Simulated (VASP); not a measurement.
Here is a VASP 6.6.1 calculation.

File INCAR:

```
ALGO = Normal
EDIFF = 1E-6
ENCUT = 600
GGA = PE
GGA_COMPAT = F
ISIF = 2
ISMEAR = 0
IVDW = 12
LASPH = T
LCHARG = F
LREAL = F
LWAVE = F
NBANDS = 28
NELM = 120
PREC = Accurate
SIGMA = 0.02
```

File KPOINTS:

```
k-points
0
Gamma
  8 8 6
```

The input POSCAR:

```
PbO
1.0
    4.1146285047      0.0000000000      0.0000000000
    0.0000000000      3.9578877085      0.0000000000
    0.0000000000      0.0000000000      4.9888406055
Pb O
2 2
Direct
    0.0000000000      0.5000000000      0.2376724500
    0.5000000000      0.0000000000      0.7623275500
    0.0000000000      0.0000000000     -0.0086706732
    0.5000000000      0.5000000000      0.0086706732
```

Potentials or basis: VASP PAW PBE potentials, release 64 (Pb_d, O).

Launch:

```sh
$ cat potpaw_PBE.64/Pb_d/POTCAR potpaw_PBE.64/O/POTCAR > POTCAR
$ mpirun -np 1 vasp_std > vasp.out
```

What does it give for the largest force?

0.036 eV/Å.

What does it give for the dispersion energy per atom?

-0.234 eV.

What does it give for the pressure?

0.0 GPa.

Predict the band gap on the k mesh.

1.26 eV (least direct gap 2.19 eV).

Forces in eV/Å, atoms in the order of the input:
```
Pb   0.000  0.000  0.036
Pb   0.000  0.000 -0.036
O    0.000  0.000 -0.003
O    0.000  0.000  0.003
```

Caveat: the cell differs from its parent crystal (uniaxial strain along a: +2.0 %, then relaxed in part); spin-orbit coupling is left out, which moves the levels of the heavy elements. A k mesh can miss the band edges.
